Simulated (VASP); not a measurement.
Write the native input for VASP 6.6.1 that does the following.

```yaml
Task: single point
Functional: PBE
Potentials_or_basis: VASP PAW PBE potentials, release 64 (Ti_sv)
Cutoff: 520 eV
k_mesh: 12 × 12 × 1
Occupations: gaussian, width 0.1 eV
Spin: no spin polarisation
Dipole_correction: yes
Further_INCAR_settings: ALGO = Normal; EDIFF = 1e-06; NBANDS = 25
```

The structure of Ti lies in POSCAR:

```
Ti
1.0
    4.1993972627      0.0000000000      0.0000000000
   -2.0996986314      3.6367847101      0.0000000000
    0.0000000000      0.0000000000     26.4964617815
Ti
3
Direct
    0.3333333333      0.6666666667      0.3029269981
    0.6666666667      0.3333333333      0.3029269981
    0.0000000000      0.0000000000      0.2522227383
```

The cell was generated, and may not be a known phase.

The input as run:

INCAR

```
PREC = Accurate
ENCUT = 520
EDIFF = 1E-6
ISMEAR = 0
SIGMA = 0.1
LREAL = False
LASPH = True
NELM = 100
ALGO = Normal
ISIF = 2
LWAVE = False
LCHARG = False
LDIPOL = True
IDIPOL = 3
DIPOL = 0.5 0.5 0.286
GGA = PE
NBANDS = 25
```

KPOINTS

```
regular mesh
0
Gamma
  12 12 1
```

Potentials or basis: VASP PAW PBE potentials, release 64 (Ti_sv).

Run with:

```console
$ cat potpaw_PBE.64/Ti_sv/POTCAR > POTCAR
$ mpirun -np 1 vasp_std > vasp.out
```

It gave:

The largest force is 0.022 eV/Å. The band gap on the k mesh is zero (bands 18 and 19 overlap by 0.29 eV).

Wall time 5.8 min on 1 thread of Intel(R) Xeon(R) Platinum 8488C (Sapphire Rapids), with other jobs on the host, peak memory 0.5 GiB.
